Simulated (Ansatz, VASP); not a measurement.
# One calculation of Ni, two programs

File INCAR:

```
  PREC = Accurate
  ENCUT = 520
  EDIFF = 1E-7
  ISMEAR = -1
  SIGMA = 0.05
  LREAL = False
  LASPH = True
  NELM = 150
  ALGO = Normal
  ISIF = 2
  LWAVE = False
  LCHARG = False
  ISPIN = 2
  MAGMOM = 0.657
  LORBIT = 11
  LMAXMIX = 4
  GGA = B5
  ALDAX = 1.0
  AGGAX = 1.0
  AGGAC = 1.0
  ALDAC = 0.0
  NBANDS = 15
```

The input KPOINTS:

```
regular mesh
0
Gamma
  25 25 25
```

Contents of POSCAR:

```
Ni
1.0
    0.0000000000      1.8122193337      1.8122193337
    1.8122193337      0.0000000000      1.8122193337
    1.8122193337      1.8122193337      0.0000000000
Ni
1
Direct
    0.0000000000      0.0000000000      0.0000000000
```

Input for Ansatz:

```yaml
crystal:
  lattice:
    - [0.0, 1.8122193337, 1.8122193337]
    - [1.8122193337, 0.0, 1.8122193337]
    - [1.8122193337, 1.8122193337, 0.0]
  atoms:
    - { symbol: Ni, position: [0.0, 0.0, 0.0], spin: 0.657 }
hamiltonian:
  xc: blyp
  pseudopotentials:
    kind: paw
    azcp:
      Ni: "pseudopotentials/Ni.paw.azcp"
basis:
  ecutwfc: 420
  fft_grid_basis: typed
kpoints:
  mp_grid: { grid: [25, 25, 25], shift: [0, 0, 0] }
magnetization:
  spin_polarized: true
scf:
  occupations: { method: fermi_dirac, width: 0.05 }
output:
  stress: true
```

Alike in both runs: task single point; functional BLYP; k mesh 25 × 25 × 25; occupations fermi-dirac, width 0.05 eV; collinear spin.

|  | VASP | Ansatz |
| --- | --- | --- |
| version | VASP 6.6.1 | Ansatz 0.2.0 |
| potentials or method | VASP PAW PBE potentials, release 64 (Ni), cutoff 520 eV | plane waves (420 eV) with PAW, scalar-relativistic |
| valence electrons in the cell | 10 | 18 |

|  | VASP | Ansatz | Ansatz less VASP |
| --- | --- | --- | --- |
| pressure (GPa) | -5.8 | -6.1 | -0.23 |
| net moment per atom (μB) | 0.62 | 0.63 | +0.013 |
| size of the moment on the site where the two differ most (μB) | 0.63 | 0.67 | +0.035 |

VASP's potentials were made for PBE, not for BLYP. Site moments also hang on the region over which each program counts them. VASP's potentials hold 10 valence electrons a cell and Ansatz's 18, so a difference there can come from the potentials and not from the codes.
